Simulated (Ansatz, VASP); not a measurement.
**BaTiO3 in VASP and in Ansatz**

```xyz
5
Lattice="3.9940 0.0000 0.0000 0.0000 3.9940 0.0000 0.0000 0.0000 4.1139" Properties=species:S:1:pos:R:3 pbc="T T T"
Ba    1.9970    1.9970    2.0569
Ti    0.0000    0.0000    0.0000
O     1.9970    0.0000    0.0000
O     0.0000    1.9970    0.0000
O     0.0000    0.0000    2.0569
```

Change from the starting cell: strain +0.0300 x Voigt [0, 0, 1, 0, 0, 0], atoms carried along.

Alike in both runs: task single point; functional r2SCAN; k mesh 8 × 8 × 8; occupations gaussian, width 0.05 eV; no spin polarisation.

|  | VASP | Ansatz |
| --- | --- | --- |
| version | VASP 6.6.1 | Ansatz 0.2.0 |
| potentials or method | VASP PAW PBE potentials, release 64 (Ba_sv, Ti_sv, O), cutoff 520 eV | scalar-relativistic, plane waves, PAW |
| valence electrons in the cell | 40 | 40 |

VASP gave:

| Property | Result |
| --- | --- |
| gap on the k mesh at the Fermi level (eV) | 2.03 |
| least direct gap on the mesh (eV) | 2.23 |
| pressure (GPa) | -3.0 |
| traceless stress, the component that is largest in VASP (GPa) | -3.45 |

Question: Estimate Ansatz's values.

Answer: gap on the k mesh at the Fermi level (eV): 2.04; least direct gap on the mesh (eV): 2.21; pressure (GPa): -4.8; traceless stress, the component that is largest in VASP (GPa): -3.31.

VASP's potentials were made for PBE, not for r2SCAN.

Neither program's run includes spin-orbit coupling.
